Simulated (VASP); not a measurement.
# Rh (Fm-3m) in VASP: notebook

Aim: see how the results for Rh move with the level of theory and the settings. Levels: BLYP, PBE, PBE+D3(BJ). Tasks: single point, relaxation of cell and atoms.

Program: VASP 6.6.1. These are calculated values, not measurements. Logs are shortened: lines on timing, memory, paths and dates and some standing lists are left out, and cuts for length are marked.

## 1. The cell of the first run

It takes space group Fm-3m (No. 225, cubic). The conventional cell has a = 3.796 Å, b = 3.796 Å, c = 3.796 Å, α = 90.00°, β = 90.00°, γ = 90.00°. Within 3.5 Å of Rh (site symmetry m-3m) lie 12 Rh at 2.68 Å.

## 2. Single point, BLYP

File INCAR:

```
PREC = Accurate
ENCUT = 520
EDIFF = 1E-6
ISMEAR = -1
SIGMA = 0.05
LREAL = False
LASPH = True
NELM = 100
ALGO = Normal
ISIF = 2
LWAVE = False
LCHARG = False
GGA = B5
ALDAX = 1.0
AGGAX = 1.0
AGGAC = 1.0
ALDAC = 0.0
NBANDS = 14
```

File KPOINTS:

```
Automatic mesh
0
Gamma
  12 12 12
```

File POSCAR:

```
Rh
1.0
    0.0000000000      1.8978500000      1.8978500000
    1.8978500000      0.0000000000      1.8978500000
    1.8978500000      1.8978500000      0.0000000000
Rh
1
Direct
    0.0000000000      0.0000000000      0.0000000000
```

Potentials or basis: VASP PAW PBE potentials, release 64 (Rh_pv).

On the command line:

```
$ cat potpaw_PBE.64/Rh_pv/POTCAR > POTCAR
$ mpirun -np 1 vasp_std > vasp.out
```

OUTCAR:

```text
PREC = Accurate
   ENCUT = 520
   EDIFF = 1E-6
   ISMEAR = -1
   LREAL = False
   LASPH = True
   NELM = 100
   ISIF = 2
   GGA = B5

 ion  position               nearest neighbor table
   1  0.000  0.000  0.000-

  LATTYP: Found a face centered cubic cell.
 ALAT       =     3.7957000000

  Lattice vectors:

 A1 = (   0.0000000000,   1.8978500000,   1.8978500000)
 A2 = (   1.8978500000,   0.0000000000,   1.8978500000)
 A3 = (   1.8978500000,   1.8978500000,   0.0000000000)

Analysis of symmetry for initial positions (statically):
=====================================================================
 Subroutine PRICEL returns:
 Original cell was already a primitive cell.

 Routine SETGRP: Setting up the symmetry group for a
 face centered cubic supercell.

 Subroutine GETGRP returns: Found 48 space group operations
 (whereof 48 operations were pure point group operations)
 out of a pool of 48 trial point group operations.

The static configuration has the point symmetry O_h .

Analysis of symmetry for dynamics (positions and initial velocities):
=====================================================================
 Subroutine PRICEL returns:
 Original cell was already a primitive cell.

 Routine SETGRP: Setting up the symmetry group for a
 face centered cubic supercell.

 Subroutine GETGRP returns: Found 48 space group operations
 (whereof 48 operations were pure point group operations)
 out of a pool of 48 trial point group operations.

The dynamic configuration has the point symmetry O_h .

 Subroutine INISYM returns: Found 48 space group operations
 (whereof 48 operations are pure point group operations),
 and found     1 'primitive' translations

----------------------------------------------------------------------------------------

                                     Primitive cell

  volume of cell :      13.6715

  direct lattice vectors                    reciprocal lattice vectors
     0.000000000  1.897850000  1.897850000    -0.263456016  0.263456016  0.263456016
     1.897850000  0.000000000  1.897850000     0.263456016 -0.263456016  0.263456016
     1.897850000  1.897850000  0.000000000     0.263456016  0.263456016 -0.263456016

  length of vectors
     2.683965209  2.683965209  2.683965209     0.456319205  0.456319205  0.456319205

  position of ions in fractional coordinates (direct lattice)
     0.000000000  0.000000000  0.000000000
[... 76 lines left out ...]
   EDIFF  = 0.1E-05   stopping-criterion for ELM
   LREAL  =      F    real-space projection
   EDIFFG = 0.1E-04   stopping-criterion for IOM
   NSW    =      0    number of steps for IOM
   IBRION =     -1    ionic relax: 0-MD 1-quasi-New 2-CG
   NFREE  =      0    steps in history (QN), initial steepest desc. (CG)
   ISIF   =      2    stress and relaxation
   ISYM   =      2    0-nonsym 1-usesym 2-fastsym
   POTIM  = 0.5000    time-step for ionic-motion
   TEBEG  =    0.0;   TEEND  =   0.0 temperature during run
   PSTRESS=    0.0 pullay stress
   NELECT =      15.0000    total number of electrons
   NUPDOWN=      -1.0000    fix difference up-down
   EMIN   =  10.00;   EMAX   =-10.00  energy-range for DOS
   EFERMI =   0.00;   METHOD = LEGACY
   ISMEAR =    -1;   SIGMA  =   0.05  broadening in eV -4-tet -1-fermi 0-gaus
   EFERMI_NEDOS =   21; number of points for ismear=-14 and -15
   IALGO  =     38    algorithm
   IMIX   =      4    mixing-type and parameters
     AMIX     =   0.40;   BMIX     =  1.00
     AMIX_MAG =   1.60;   BMIX_MAG =  1.00
  volume/ion in A,a.u.               =      13.67        92.26
  Fermi-wavevector in a.u.,A,eV,Ry     =   1.688496  3.190795 38.790465  2.851019
  Thomas-Fermi vector in A             =   2.770792
   LORBIT       =      0    0 simple, 1 ext, 2 COOP (PROOUT), +10 PAW based schemes
   GGA     = B5    functional components
   LHFCALC =     F    Hartree Fock is set to
   AEXX    =    0.0000 exact exchange contribution
   IVDW    =     0    specifies the selected vdW correction
   LEPSILON=     F    determine dielectric tensor
   LRPA    =     F    only Hartree local field effects (RPA)
 non-spin polarized calculation
  energy-cutoff  :      520.00
  volume of cell :       13.67
 maximum number of plane-waves:       380
   NGX =  9   NGY =  9   NGZ =  9

 number of electron      15.0000007 magnetization

 Free energy of the ion-electron system (eV)
  ---------------------------------------------------
  ext. energy  EPLUGINS =         0.00000000
  ---------------------------------------------------
  free energy    TOTEN  =        -6.09005089 eV

  energy without entropy =       -6.08079710  energy(sigma->0) =       -6.08542399

 E-fermi :  12.5507     XC(G=0): -13.4187

 val. band max:       12.4590831238   @ k =  -0.3333   0.3333   0.0000
 cond. band min:      12.5578833810   @ k =   0.4167   0.0000   0.0000
 fundamental gap:      0.0988002572
 Fermi energy:        12.5506561571

 k-point     1 :       0.0000    0.0000    0.0000
  band No.  band energies     occupation
      1     -33.6913      2.00000
      2     -33.6913      2.00000
      3     -33.6913      2.00000
      4       4.7502      2.00000
      5       9.4173      2.00000
      6       9.4173      2.00000
      7       9.4173      2.00000
      8      11.4975      2.00000
      9      11.4975      2.00000
     10      28.8291      0.00000
     11      32.7618      0.00000
     12      34.1871      0.00000
     13      34.1871      0.00000
     14      34.1871      0.00000
[... 377 lines left out ...]
      1     -34.3773      2.00000
      2     -33.9335      2.00000
      3     -33.8241      2.00000
      4       7.1708      2.00000
      5       8.7800      2.00000
      6      10.0139      2.00000
      7      10.5557      2.00000
      8      12.7768      0.02149
      9      16.8458      0.00000
     10      21.4028      0.00000
     11      28.8979      0.00000
     12      31.6401      0.00000
     13      32.7719      0.00000
     14      33.2735      0.00000

 [... further k-points ...]
[... 5 lines left out ...]
  --------------------------------------------------------------------------------------
  -------------------------------------------------------------------------------------
  Total        1.8799510      1.8799510      1.8799510     -0.0000000     -0.0000000     -0.0000000
  in kB      220.3136767    220.3136767    220.3136767     -0.0000000     -0.0000000     -0.0000000
  external PRESSURE =     220.3136767 kB  Pullay stress =       0.0000000 kB

 VOLUME and BASIS-vectors are now :
 -----------------------------------------------------------------------------
  energy-cutoff  :      520.00
  volume of cell :       13.67
      direct lattice vectors                 reciprocal lattice vectors
     0.000000000  1.897850000  1.897850000    -0.263456016  0.263456016  0.263456016
     1.897850000  0.000000000  1.897850000     0.263456016 -0.263456016  0.263456016
     1.897850000  1.897850000  0.000000000     0.263456016  0.263456016 -0.263456016

 POSITION                                       TOTAL-FORCE (eV/Angst)
 -----------------------------------------------------------------------------------
      0.00000      0.00000      0.00000        -0.000000     -0.000000     -0.000000
 -----------------------------------------------------------------------------------
    total drift:                                0.000000     -0.000000      0.000000

  FREE ENERGIE OF THE ION-ELECTRON SYSTEM (eV)
  ---------------------------------------------------
  free  energy   TOTEN  =        -6.0900508889 eV

  energy  without entropy=       -6.0807970973  energy(sigma->0) =       -6.08542399
```

stdout:

```text
POSCAR found type information on POSCAR Rh
 POSCAR found :  1 types and       1 ions
 scaLAPACK will be used
 -----------------------------------------------------------------------------
|                                                                             |
|                                                                             |
|     You enforced a specific xc type in the INCAR file but a different       |
|     I HOPE YOU KNOW WHAT YOU ARE DOING!                                     |
|                                                                             |
 -----------------------------------------------------------------------------

 LDA part: xc-table for (Slater(with rela. corr.)+VWN5), standard interpolation
 POSCAR, INCAR and KPOINTS ok, starting setup
 FFT: planning ... GRIDC
 FFT: planning ... GRID_SOFT
 FFT: planning ... GRID
 WAVECAR not read
 entering main loop
```

Run time: 14 s. Hardware: 1 thread of Intel Xeon Platinum 8259CL at 2.50GHz (Skylake/Cascade Lake), shared host; peak memory 0.13 GiB.

Results:

* Free energy: -6.0901 eV
* Pressure: 22.0 GPa
* Band gap on the k mesh: zero (an odd number of electrons rules out a gap without spin polarisation)

Caveat: the cell stands under pressure; the PAW data sets were made with another functional, which shifts forces and pressure a little.

## 3. Single point, PBE

File INCAR:

```
PREC = Accurate
ENCUT = 520
EDIFF = 1E-7
ISMEAR = 0
SIGMA = 0.012
LREAL = False
LASPH = True
NELM = 100
ALGO = Normal
ISIF = 2
LWAVE = False
LCHARG = False
GGA = PE
NBANDS = 14
```

File KPOINTS:

```
regular mesh
0
Gamma
  12 12 12
```

POSCAR is that of step 2.

Potentials or basis: VASP PAW PBE potentials, release 64 (Rh_pv).

On the command line:

```
$ cat potpaw_PBE.64/Rh_pv/POTCAR > POTCAR
$ mpirun -np 1 vasp_std > vasp.out
```

It took 8.9 s on 1 thread of Intel Xeon Platinum 8259CL at 2.50GHz (Skylake/Cascade Lake), shared host; peak memory 0.13 GiB.

Results (log left out):

```
Free energy            : -7.2524 eV
Pressure               : 7.3 GPa
Band gap on the k mesh : zero (an odd number of electrons rules out a gap without spin polarisation)
```

Levels at points of the mesh, in eV from the Fermi level:
```
           k point  band 4  band 5  band 6  band 7  band 8  band 9  band 10  band 11
(0.00, 0.00, 0.00)   -8.06   -3.17   -3.17   -3.17   -1.07   -1.07    15.94    20.42
(0.50, 0.00, 0.00)   -6.23   -3.25   -3.25    0.50    0.50    0.67     8.63    15.45
(0.50, 0.50, 0.00)   -6.43   -6.06    0.47    0.92    0.92    3.21    12.28    13.30
```

Caveat: the cell stands under pressure.

## 4. Single point, PBE+D3(BJ)

This run uses another cell than the first one, of 13.64 Å³/atom.

File INCAR:

```
  PREC = Accurate
  ENCUT = 520
  EDIFF = 1E-7
  ISMEAR = -1
  SIGMA = 0.05
  LREAL = F
  LASPH = T
  NELM = 100
  ALGO = Normal
  ISIF = 2
  LWAVE = F
  LCHARG = T
  GGA = PE
  IVDW = 12
  LELF = T
  LVHAR = T
  NBANDS = 14
```

KPOINTS is that of step 3.

File POSCAR:

```
Rh
1.0
    0.0000000000      1.8962670428      1.8962670428
    1.8962670428      0.0000000000      1.8962670428
    1.8962670428      1.8962670428      0.0000000000
Rh
1
Direct
    0.0000000000      0.0000000000      0.0000000000
```

On the command line:

```
$ cat potpaw_PBE.64/Rh_pv/POTCAR > POTCAR
$ mpirun -np 1 vasp_std > vasp.out
```

Run time: 10 s. Hardware: 1 thread of Intel Xeon Platinum 8259CL at 2.50GHz (Skylake/Cascade Lake), shared host; peak memory 0.14 GiB.

It converged, with:

| Quantity | Value |
| --- | --- |
| Free energy | -7.9082 eV |
| Pressure | 0.1 GPa |
| Band gap on the k mesh | zero (an odd number of electrons rules out a gap without spin polarisation) |
| Dispersion energy per atom | -0.653 eV |

Levels at points of the mesh, in eV from the Fermi level:
```tsv
k point	band 3	band 4	band 5	band 6	band 7	band 8	band 9	band 10	band 11	band 12
(0.00, 0.00, 0.00)	-46.42	-8.03	-3.14	-3.14	-3.14	-1.03	-1.03	15.99	20.46	21.49
(0.50, 0.00, 0.00)	-46.53	-6.20	-3.22	-3.22	0.56	0.56	0.72	8.71	15.49	20.46
(0.50, 0.50, 0.00)	-46.70	-6.41	-6.03	0.52	0.98	0.98	3.27	12.36	13.36	13.36
```

## 5. Relaxation of cell and atoms, PBE+D3(BJ)

File INCAR:

```
ALGO = Normal
EDIFF = 1E-6
EDIFFG = -0.005
ENCUT = 600
GGA = PE
IBRION = 2
ISIF = 3
ISMEAR = -1
IVDW = 12
LASPH = T
LCHARG = F
LREAL = F
LWAVE = F
NELM = 60
NSW = 80
PREC = Accurate
SIGMA = 0.05
```

File KPOINTS:

```
k-points
0
Gamma
  12 12 12
```

File POSCAR:

```
Rh
1.0
    0.0000000000      1.8978500000      1.8978500000
    1.8978500000      0.0000000000      1.8978500000
    1.8978500000      1.8978500000      0.0000000000
Rh
1
Direct
    0.0000000000      0.0000000000      0.0000000000
```

On the command line:

```
$ cat potpaw_PBE.64/Rh_pv/POTCAR > POTCAR
$ mpirun -np 1 vasp_std > vasp.out
```

Wall time 24 s (1 thread of Intel Xeon Platinum 8259CL at 2.50GHz (Skylake/Cascade Lake), shared host); peak memory 0.15 GiB.

Results (log left out):

```
Free energy                           : -7.9084 eV
Relaxed volume                        : 13.64 Å³/atom
Relaxed cell                          : a = 2.682 Å, b = 2.682 Å, c = 2.682 Å, α = 60.00°, β = 60.00°, γ = 60.00°
Space group after relaxing (to 0.1 Å) : Fm-3m (No. 225)
Energy gained by relaxing             : 0.1 meV/atom
Ionic steps                           : 5
Pressure after relaxing               : 0.0 GPa
Band gap on the k mesh                : zero (an odd number of electrons rules out a gap without spin polarisation)
Dispersion energy per atom            : -0.653 eV
```

Final structure:
```
CELL_PARAMETERS angstrom
0.00000 1.89617 1.89617
1.89617 0.00000 1.89617
1.89617 1.89617 0.00000
ATOMIC_POSITIONS crystal
Rh 0.00000 0.00000 0.00000
```

Levels at points of the mesh, in eV from the Fermi level:
| k point | band 3 | band 4 | band 5 | band 6 | band 7 | band 8 | band 9 | band 10 | band 11 |
| --- | --- | --- | --- | --- | --- | --- | --- | --- | --- |
| (0.00, 0.00, 0.00) | -46.42 | -8.03 | -3.14 | -3.14 | -3.14 | -1.03 | -1.03 | 15.99 | 20.46 |
| (0.50, 0.00, 0.00) | -46.53 | -6.20 | -3.22 | -3.22 | 0.56 | 0.56 | 0.72 | 8.71 | 15.49 |
| (0.50, 0.50, 0.00) | -46.70 | -6.41 | -6.04 | 0.53 | 0.98 | 0.98 | 3.27 | 12.37 | 13.37 |

## 6. The runs side by side

| task | level | cell | cutoff (eV) | smearing | gap on the mesh (eV) | pressure (GPa) |
| --- | --- | --- | --- | --- | --- | --- |
| single point | BLYP | a = 2.684 Å, angles 60.0°, 1 atom | 520 | fermi-dirac 0.05 eV | none | 22.0 |
| single point | PBE | a = 2.684 Å, angles 60.0°, 1 atom | 520 | gaussian 0.012 eV | none | 7.3 |
| single point | PBE+D3(BJ) | a = 2.682 Å, angles 60.0°, 1 atom | 520 | fermi-dirac 0.05 eV | none | 0.1 |
| relaxation of cell and atoms | PBE+D3(BJ) | relaxed from a = 2.684 Å, angles 60.0°, 1 atom | 600 | fermi-dirac 0.05 eV | none | 0.0 |

Alike in all rows: potentials or basis VASP PAW PBE potentials, release 64 (Rh_pv); no spin polarisation; k mesh 12 × 12 × 12.

The pressure there spans 0.1 GPa (PBE+D3(BJ)) to 22.0 GPa (BLYP); a positive pressure means that this level wants a larger cell, a negative one a smaller.

Caveats: the cell stands under pressure (at least some runs); the PAW data sets were made with another functional, which shifts forces and pressure a little (at least some runs).

Absolute energies hang on the potentials; compare differences alone.

The gap in the log of VASP goes by the Fermi energy; the results here count the filled bands.